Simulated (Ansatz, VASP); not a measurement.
**Cd in VASP and in Ansatz**

POSCAR

```
Cd
1.0
    2.9509006248      0.0000000000      0.0000000000
   -1.4754503124      2.5555549051      0.0000000000
    0.0000000000      0.0000000000      5.8838547497
Cd
2
Direct
    0.3333333333      0.6666666667      0.2500000000
    0.6666666667      0.3333333333      0.7500000000
```

File INCAR.step1:

```
SYSTEM = Cd
  PREC = Accurate
  ENCUT = 520
  ISMEAR = -1
  SIGMA = 0.1
  LREAL = .False.
  LASPH = .True.
  NELM = 80
  NBANDS = 19
  GGA = PE
  ALGO = Normal
  EDIFF = 1E-4
  LWAVE = .True.
  LCHARG = .False.
```

The input INCAR.step2:

```
SYSTEM = Cd
  PREC = Accurate
  ENCUT = 520
  EDIFF = 1E-6
  ISMEAR = -1
  SIGMA = 0.1
  LREAL = .False.
  LASPH = .True.
  NELM = 80
  ALGO = Normal
  ISIF = 2
  LWAVE = .False.
  LCHARG = .False.
  METAGGA = R2SCAN
  LMIXTAU = .True.
  NBANDS = 19
  ISTART = 1
```

KPOINTS

```
Automatic mesh
0
Gamma
  13 13 6
  0 0 0
```

Input for Ansatz:

```yaml
crystal:
  lattice:
    - [2.9509006248, 0.0, 0.0]
    - [-1.4754503124, 2.5555549051, 0.0]
    - [0.0, 0.0, 5.8838547497]
  atoms:
    - { symbol: Cd, position: [0.3333333333, 0.6666666667, 0.25] }
    - { symbol: Cd, position: [0.6666666667, 0.3333333333, 0.75] }
hamiltonian:
  xc: r2scan
  pseudopotentials:
    kind: paw
    azcp:
      Cd: "pseudopotentials/Cd.paw.azcp"
basis:
  ecutwfc: 500
  fft_grid_basis: typed
kpoints:
  mp_grid: { grid: [13, 13, 6], shift: [0, 0, 0] }
magnetization:
  spin_polarized: false
scf:
  occupations: { method: fermi_dirac, width: 0.1 }
  lower_state_search: "off"
output:
  stress: true
  write_density: true
  write_potential: true
  elf: true
  volumetric_format: npy
```

Alike in both runs: task single point; functional r2SCAN; k mesh 13 × 13 × 6; occupations fermi-dirac, width 0.1 eV; no spin polarisation.

|  | VASP | Ansatz |
| --- | --- | --- |
| version | VASP 6.6.1 | Ansatz 0.2.0 |
| potentials or method | VASP PAW PBE potentials, release 64 (Cd), cutoff 520 eV | plane waves (500 eV) with PAW, scalar-relativistic |
| valence electrons in the cell | 24 | 40 |

|  | VASP | Ansatz | Ansatz less VASP |
| --- | --- | --- | --- |
| pressure (GPa) | 0.5 | 0.1 | -0.36 |
| traceless stress, the component that is largest in VASP (GPa) | -1.15 | -0.97 | +0.183 |

VASP's potentials were made for PBE, not for r2SCAN. VASP's potentials hold 24 valence electrons a cell and Ansatz's 40, so a difference there can come from the potentials and not from the codes.
